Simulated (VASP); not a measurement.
Write the native input for VASP 6.6.1 that does the following.

| Item | Value |
| --- | --- |
| Task | single point |
| Functional | r2SCAN |
| Potentials or basis | VASP PAW PBE potentials, release 64 (Sn_d, S) |
| Cutoff | 550 eV |
| k mesh | 12 × 12 × 4 |
| Occupations | gaussian, width 0.01 eV |
| Spin | non-collinear spin, zero start, spin-orbit coupling |
| Starting moments | [[0.0, 0.0, 0.0], [0.0, 0.0, 0.0], [0.0, 0.0, 0.0]] μB |
| Dipole correction | no |
| Further INCAR settings | ALGO = Normal; EDIFF = 1e-06; NBANDS = 39 |

Crystal: SnS2.

```xyz
3
Lattice="3.6974 0.0000 0.0000 -1.8487 3.2020 0.0000 0.0000 0.0000 5.9155" Properties=species:S:1:pos:R:3 pbc="T T T"
Sn    0.0000    0.0000    0.0000
S     0.0000    2.1347    1.4518
S     1.8487    1.0673    4.4637
```

This cell differs from its parent crystal: epitaxial xy strain +1.0%.

These files were run (other wordings do the same):

POSCAR

```
SnS2
1.0
    3.6973623546      0.0000000000      0.0000000000
   -1.8486811773      3.2020097261      0.0000000000
    0.0000000000      0.0000000000      5.9154757573
Sn S
1 2
Direct
    0.0000000000      0.0000000000      0.0000000000
    0.3333333333      0.6666666667      0.2454187304
    0.6666666667      0.3333333333      0.7545812696
```

INCAR.step1

```
SYSTEM = SnS2
ALGO = Normal
EDIFF = 1E-5
ENCUT = 550
GGA = PE
GGA_COMPAT = .False.
ISMEAR = 0
LASPH = .True.
LCHARG = .False.
LREAL = .False.
LSORBIT = .True.
LWAVE = .True.
MAGMOM = 0 0 0 0 0 0 0 0 0
NBANDS = 39
NELM = 200
PREC = Accurate
SIGMA = 0.01
```

INCAR.step2

```
SYSTEM = SnS2
ALGO = Normal
EDIFF = 1E-6
ENCUT = 550
GGA_COMPAT = .False.
ISIF = 2
ISMEAR = 0
ISTART = 1
LASPH = .True.
LCHARG = .False.
LMIXTAU = .True.
LORBIT = 11
LORBMOM = .True.
LREAL = .False.
LSORBIT = .True.
LWAVE = .False.
MAGMOM = 0 0 0 0 0 0 0 0 0
METAGGA = R2SCAN
NBANDS = 39
NELM = 200
PREC = Accurate
SIGMA = 0.01
```

KPOINTS

```
k-points
0
Gamma
  12 12 4
  0 0 0
```

Potentials or basis: VASP PAW PBE potentials, release 64 (Sn_d, S).

Launch:

```sh
$ cat potpaw_PBE.64/Sn_d/POTCAR potpaw_PBE.64/S/POTCAR > POTCAR
$ cp INCAR.step1 INCAR
$ mpirun -np 1 vasp_ncl > vasp.out
$ cp INCAR.step2 INCAR
$ mpirun -np 1 vasp_ncl > vasp.out
```

Results of the run:

The pressure is -0.3 GPa. The largest force is 0.041 eV/Å, the net moment is 0.00 μB per cell and the valence electrons inside the program's atomic spheres are Sn 12.18; S 3.71.

Caveat: the cell differs from its parent crystal (epitaxial xy strain +1.0%); the PAW data sets were made with another functional, which shifts forces and pressure a little.

It took 28 min on 1 thread of AMD EPYC 9755 128-Core Processor (shared host), peak memory 0.54 GiB.
